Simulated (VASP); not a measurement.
# Mg2C (I4/mmm) in VASP: single point with PBE

Aim: the single point of Mg2C with PBE.

Program: VASP 6.6.1. These are calculated values, not measurements. Logs are shortened: lines on timing, memory, paths and dates and some standing lists are left out, and cuts for length are marked.

### 1 The cell of the first run

The structure is tetragonal, space group I4/mmm (No. 139). Conventional cell: a = 2.902 Å, b = 2.902 Å, c = 11.650 Å, α = 90.00°, β = 90.00°, γ = 90.00°. Within 3.6 Å of Mg (site symmetry 4mm) lie 8 Mg at 2.75 to 2.90 Å and 4 C at 2.86 Å. C (site symmetry 4/mmm) has 8 Mg at 2.86 Å and 4 C at 2.90 Å within 3.8 Å.

### 2 Single point, PBE

INCAR reads:

```
SYSTEM = Mg2C
PREC = Accurate ; ENCUT = 520
EDIFF = 1E-6 ; ISMEAR = 0
SIGMA = 0.1 ; LREAL = .FALSE.
LASPH = .TRUE. ; NELM = 100
ALGO = Normal ; ISIF = 2
LWAVE = .FALSE. ; LCHARG = .FALSE.
GGA = PE ; NBANDS = 11
```

KPOINTS reads:

```
regular mesh
0
G
  8 8 8
  0 0 0
```

POSCAR reads:

```
Mg2C
1.0
   -1.4510291400      1.4510291400      5.8251049000
    1.4510291400     -1.4510291400      5.8251049000
    1.4510291400      1.4510291400     -5.8251049000
Mg C
2 1
Direct
    0.3284893900      0.3284893900      0.0000000000
    0.6715106100      0.6715106100      0.0000000000
    0.0000000000      0.0000000000      0.0000000000
```

Potentials or basis: VASP PAW PBE potentials, release 64 (Mg, C).

Started as:

```
cat potpaw_PBE.64/Mg/POTCAR potpaw_PBE.64/C/POTCAR > POTCAR
mpirun -np 1 vasp_std > vasp.out
```

OUTCAR:

```text
SYSTEM = Mg2C
   PREC = Accurate
   ENCUT = 520
   EDIFF = 1E-6
   ISMEAR = 0
   LREAL = .FALSE.
   LASPH = .TRUE.
   NELM = 100
   ISIF = 2
   GGA = PE

 ion  position               nearest neighbor table
   1  0.328  0.328  0.000-   2 2.75   2 2.75   2 2.75   2 2.75   3 2.86   3 2.86   3 2.86   3 2.86

   2  0.672  0.672  0.000-   1 2.75   1 2.75   1 2.75   1 2.75   3 2.86   3 2.86   3 2.86   3 2.86

   3  0.000  0.000  0.000-   2 2.86   2 2.86   1 2.86   2 2.86   1 2.86   1 2.86   2 2.86   1 2.86

  LATTYP: Found a body centered tetragonal cell.
 ALAT       =     2.9020582800
 C/A-ratio  =     4.0144644511

  Lattice vectors:

 A1 = (  -1.4510291400,   1.4510291400,   5.8251049000)
 A2 = (   1.4510291400,  -1.4510291400,   5.8251049000)
 A3 = (   1.4510291400,   1.4510291400,  -5.8251049000)

Analysis of symmetry for initial positions (statically):
=====================================================================
 Subroutine PRICEL returns:
 Original cell was already a primitive cell.

 Routine SETGRP: Setting up the symmetry group for a
 body centered tetragonal supercell.

 Subroutine GETGRP returns: Found 16 space group operations
 (whereof 16 operations were pure point group operations)
 out of a pool of 16 trial point group operations.

The static configuration has the point symmetry D_4h.

Analysis of symmetry for dynamics (positions and initial velocities):
=====================================================================
 Subroutine PRICEL returns:
 Original cell was already a primitive cell.

 Routine SETGRP: Setting up the symmetry group for a
 body centered tetragonal supercell.

 Subroutine GETGRP returns: Found 16 space group operations
 (whereof 16 operations were pure point group operations)
 out of a pool of 16 trial point group operations.

The dynamic configuration has the point symmetry D_4h.

 Subroutine INISYM returns: Found 16 space group operations
 (whereof 16 operations are pure point group operations),
 and found     1 'primitive' translations

----------------------------------------------------------------------------------------

                                     Primitive cell

  volume of cell :      49.0587

  direct lattice vectors                    reciprocal lattice vectors
    -1.451029140  1.451029140  5.825104900     0.000000000  0.344583018  0.085835364
     1.451029140 -1.451029140  5.825104900     0.344583018  0.000000000  0.085835364
     1.451029140  1.451029140 -5.825104900     0.344583018  0.344583018  0.000000000

  length of vectors
     6.175987227  6.175987227  6.175987227     0.355112892  0.355112892  0.487313977

  position of ions in fractional coordinates (direct lattice)
     0.328489390  0.328489390  0.000000000
     0.671510610  0.671510610  0.000000000
     0.000000000  0.000000000  0.000000000

  ion indices of the primitive-cell ions
   primitive index   ion index
                 1           1
                 2           2
                 3           3

----------------------------------------------------------------------------------------

 KPOINTS: regular mesh

Automatic generation of k-mesh.
 Grid dimensions read from file:
 generate k-points for:    8    8    8

 Generating k-lattice:

  Cartesian coordinates                     Fractional coordinates (reciprocal lattice)
     0.000000000  0.043072877  0.010729421     0.125000000  0.000000000  0.000000000
     0.043072877  0.000000000  0.010729421     0.000000000  0.125000000  0.000000000
     0.043072877  0.043072877  0.000000000     0.000000000  0.000000000  0.125000000

  Length of vectors
     0.044389111  0.044389111  0.060914247

  Shift w.r.t. Gamma in fractional coordinates (k-lattice)
     0.000000000  0.000000000  0.000000000

 Subroutine IBZKPT returns following result:
 ===========================================

 Found     59 irreducible k-points:

 Following reciprocal coordinates:
            Coordinates               Weight
  0.000000  0.000000  0.000000      1.000000
  0.125000  0.000000 -0.000000      8.000000
  0.250000  0.000000 -0.000000      8.000000
  0.375000  0.000000 -0.000000      8.000000
  0.500000  0.000000 -0.000000      4.000000
  0.125000  0.125000 -0.000000      8.000000
[... 16 lines left out ...]
  0.250000  0.125000  0.125000     16.000000
  0.375000  0.125000  0.125000      8.000000
 [... further k-points ...]
   k-points           NKPTS =     59   k-points in BZ     NKDIM =     59   number of bands    NBANDS=     11
   number of dos      NEDOS =    301   number of ions     NIONS =      3
   total plane-waves  NPLWV = 110592
   dimension x,y,z NGX =    48 NGY =   48 NGZ =   48
   dimension x,y,z NGXF=    96 NGYF=   96 NGZF=   96
   ions per type =               2   1
   NGX,Y,Z   is equivalent  to a cutoff of  12.92, 12.92, 12.92 a.u.
   NGXF,Y,Z  is equivalent  to a cutoff of  25.84, 25.84, 25.84 a.u.
 SYSTEM =  Mg2C
   PREC   = accura    normal or accurate (medium, high low for compatibility)
   ISTART =      0    job   : 0-new  1-cont  2-samecut
   ICHARG =      2    charge: 1-file 2-atom 10-const
   ISPIN  =      1    spin polarized calculation?
   LNONCOLLINEAR =      F non collinear calculations
   LSORBIT =      F    spin-orbit coupling
   LASPH  =      T    aspherical Exc in radial PAW
   ENCUT  =  520.0 eV  38.22 Ry    6.18 a.u.  11.48 11.48 11.48*2*pi/ulx,y,z
   NELM   =    100;   NELMIN=  2; NELMDL= -5     # of ELM steps
   EDIFF  = 0.1E-05   stopping-criterion for ELM
   LREAL  =      F    real-space projection
   EDIFFG = 0.1E-04   stopping-criterion for IOM
   NSW    =      0    number of steps for IOM
   IBRION =     -1    ionic relax: 0-MD 1-quasi-New 2-CG
   NFREE  =      0    steps in history (QN), initial steepest desc. (CG)
   ISIF   =      2    stress and relaxation
   ISYM   =      2    0-nonsym 1-usesym 2-fastsym
   POTIM  = 0.5000    time-step for ionic-motion
   TEBEG  =    0.0;   TEEND  =   0.0 temperature during run
   PSTRESS=    0.0 pullay stress
   NELECT =       8.0000    total number of electrons
   NUPDOWN=      -1.0000    fix difference up-down
   EMIN   =  10.00;   EMAX   =-10.00  energy-range for DOS
   EFERMI =   0.00;   METHOD = LEGACY
   ISMEAR =     0;   SIGMA  =   0.10  broadening in eV -4-tet -1-fermi 0-gaus
   EFERMI_NEDOS =   21; number of points for ismear=-14 and -15
   IALGO  =     38    algorithm
   IMIX   =      4    mixing-type and parameters
     AMIX     =   0.40;   BMIX     =  1.00
     AMIX_MAG =   1.60;   BMIX_MAG =  1.00
  volume/ion in A,a.u.               =      16.35       110.35
  Fermi-wavevector in a.u.,A,eV,Ry     =   0.894402  1.690175 10.884051  0.799955
  Thomas-Fermi vector in A             =   2.016603
   LORBIT       =      0    0 simple, 1 ext, 2 COOP (PROOUT), +10 PAW based schemes
   GGA     = PE    functional components
   LHFCALC =     F    Hartree Fock is set to
   AEXX    =    0.0000 exact exchange contribution
   IVDW    =     0    specifies the selected vdW correction
   LEPSILON=     F    determine dielectric tensor
   LRPA    =     F    only Hartree local field effects (RPA)
 non-spin polarized calculation
 Gauss-broadening in eV      SIGMA  =   0.10
  energy-cutoff  :      520.00
  volume of cell :       49.06
 maximum number of plane-waves:      1345
 NGX is ok and might be reduce to    48
   NGX = 23   NGY = 23   NGZ = 23

 number of electron       8.0000000 magnetization

 Free energy of the ion-electron system (eV)
  ---------------------------------------------------
  ext. energy  EPLUGINS =         0.00000000
  ---------------------------------------------------
  free energy    TOTEN  =        -7.62152844 eV

  energy without entropy =       -7.61566177  energy(sigma->0) =       -7.61859511

 E-fermi :   3.1840     XC(G=0):  -9.3840

 val. band max:        3.0997598321   @ k =  -0.3750   0.5000   0.1250
 cond. band min:       3.1975977569   @ k =  -0.3750   0.3750   0.2500
 fundamental gap:      0.0978379248
 Fermi energy:         3.1839709165

 k-point     1 :       0.0000    0.0000    0.0000
  band No.  band energies     occupation
      1      -7.3106      2.00000
      2      -2.9435      2.00000
      3      -0.9229      2.00000
      4       5.2486      0.00000
      5       5.2486      0.00000
      6       7.2968      0.00000
      7       8.9943      0.00000
      8      10.6857      0.00000
      9      12.5454      0.00000
     10      12.5454      0.00000
     11      13.8766      0.00000

 k-point     2 :       0.1250    0.0000   -0.0000
  band No.  band energies     occupation
      1      -7.1080      2.00000
      2      -2.7720      2.00000
      3      -0.5887      2.00000
      4       4.2412      0.00000
      5       5.3308      0.00000
      6       7.2024      0.00000
      7       8.5094      0.00000
      8       9.5782      0.00000
      9      12.7635      0.00000
     10      12.9175      0.00000
     11      13.4380      0.00000

 k-point     3 :       0.2500    0.0000   -0.0000
  band No.  band energies     occupation
      1      -6.5437      2.00000
      2      -2.2199      2.00000
      3       0.3007      2.00000
      4       2.3548      2.00000
      5       5.5387      0.00000
      6       5.6410      0.00000
      7       7.0426      0.00000
      8      10.4616      0.00000
      9      11.6497      0.00000
     10      13.2826      0.00000
     11      13.4157      0.00000

 k-point     4 :       0.3750    0.0000   -0.0000
  band No.  band energies     occupation
      1      -5.8026      2.00000
      2      -1.2841      2.00000
      3       0.5741      2.00000
      4       1.4023      2.00000
      5       3.4730      0.00004
      6       5.7617      0.00000
      7       6.6131      0.00000
      8       9.5510      0.00000
      9      11.2840      0.00000
     10      13.3605      0.00000
     11      14.4929      0.00000

 k-point     5 :       0.5000    0.0000   -0.0000
  band No.  band energies     occupation
      1      -5.3949      2.00000
      2      -0.6931      2.00000
      3       0.4183      2.00000
      4       0.7554      2.00000
      5       3.3040      0.08951
      6       5.8591      0.00000
      7       5.9970      0.00000
      8       8.9545      0.00000
      9      11.3054      0.00000
     10      13.5360      0.00000
     11      15.8771      0.00000
[... 211 lines left out ...]
 k-point    21 :       0.5000    0.5000   -0.0000
  band No.  band energies     occupation
      1      -3.9285      2.00000
      2       1.3570      2.00000
      3       1.5516      2.00000
      4       2.8275      2.00000
      5       3.7799      0.00000
      6       4.5276      0.00000
      7       5.6099      0.00000
      8       6.8097      0.00000
      9       8.1419      0.00000
     10       8.3229      0.00000
     11      10.6468      0.00000

 k-point    22 :       0.1250    0.1250    0.1250
  band No.  band energies     occupation
      1      -5.8435      2.00000
      2      -1.2468      2.00000
      3       1.0886      2.00000
      4       2.8344      2.00000
      5       3.0228      1.97732
      6       5.7605      0.00000
      7       7.4173      0.00000
      8       7.9841      0.00000
      9      10.9732      0.00000
     10      11.6368      0.00000
     11      13.2835      0.00000

 k-point    23 :       0.2500    0.1250    0.1250
  band No.  band energies     occupation
      1      -5.1582      2.00000
      2      -0.3166      2.00000
      3       1.2662      2.00000
      4       2.1495      2.00000
      5       3.4171      0.00098
      6       4.2426      0.00000
      7       7.2471      0.00000
      8       8.4715      0.00000
      9       9.8844      0.00000
     10      11.0837      0.00000
     11      11.9022      0.00000

 k-point    24 :       0.3750    0.1250    0.1250
  band No.  band energies     occupation
      1      -4.7890      2.00000
      2       0.1639      2.00000
      3       1.2121      2.00000
      4       1.6988      2.00000
      5       3.6446      0.00000
      6       3.8956      0.00000
      7       6.9098      0.00000
      8       9.1727      0.00000
      9       9.7096      0.00000
     10      10.2002      0.00000
     11      11.0925      0.00000

 [... further k-points ...]

------------------------ aborting loop because EDIFF is reached ----------------------------------------

  FORCE on cell =-STRESS in cart. coord.  units (eV):
  Direction    XX          YY          ZZ          XY          YZ          ZX
  --------------------------------------------------------------------------------------
  -------------------------------------------------------------------------------------
  Total        0.7234363      0.7234363     -3.0777878      0.0000000      0.0000000      0.0000000
  in kB       23.6262533     23.6262533   -100.5155486      0.0000000      0.0000000      0.0000000
  external PRESSURE =     -17.7543474 kB  Pullay stress =       0.0000000 kB

 VOLUME and BASIS-vectors are now :
 -----------------------------------------------------------------------------
  energy-cutoff  :      520.00
  volume of cell :       49.06
      direct lattice vectors                 reciprocal lattice vectors
    -1.451029140  1.451029140  5.825104900     0.000000000  0.344583018  0.085835364
     1.451029140 -1.451029140  5.825104900     0.344583018  0.000000000  0.085835364
     1.451029140  1.451029140 -5.825104900     0.344583018  0.344583018  0.000000000

 POSITION                                       TOTAL-FORCE (eV/Angst)
 -----------------------------------------------------------------------------------
      0.00000      0.00000      3.82697        -0.000000     -0.000000      3.693792
      0.00000      0.00000      7.82324        -0.000000     -0.000000     -3.693792
      0.00000      0.00000      0.00000         0.000000      0.000000      0.000000
 -----------------------------------------------------------------------------------
    total drift:                               -0.000000      0.000000      0.000000

  FREE ENERGIE OF THE ION-ELECTRON SYSTEM (eV)
  ---------------------------------------------------
  free  energy   TOTEN  =        -7.6215284408 eV

  energy  without entropy=       -7.6156617718  energy(sigma->0) =       -7.61859511
```

Wall time 3.5 min (1 thread of AMD EPYC 7R13, shared host); peak memory 0.28 GiB.

What came out:

```
Free energy            : -7.6215 eV
Pressure               : -1.8 GPa
Largest force          : 3.694 eV/Å
Band gap on the k mesh : zero (band 4 reaches 5.25 eV, above the bottom of band 5 at 2.47 eV)
```

Forces in eV/Å, atoms in the order of the input:
```
Mg   0.000  0.000  3.694
Mg   0.000  0.000 -3.694
C    0.000  0.000  0.000
```

Levels at points of the mesh, in eV from the Fermi level:
```csv
k point,band 2,band 3,band 4,band 5,band 6,band 7
"(0.00, 0.00, 0.00)",-6.13,-4.11,2.06,2.06,4.11,5.81
"(0.50, 0.00, 0.00)",-3.88,-2.77,-2.43,0.12,2.68,2.81
"(0.50, 0.50, 0.00)",-1.83,-1.63,-0.36,0.60,1.34,2.43
"(0.50, 0.50, 0.50)",-7.32,-1.15,0.28,2.06,2.06,7.29
```

Caveat: the k points lie up to 0.38 Å⁻¹ apart; forces of over 1 eV/Å act on the atoms, so gaps and moduli don't describe the material at rest.
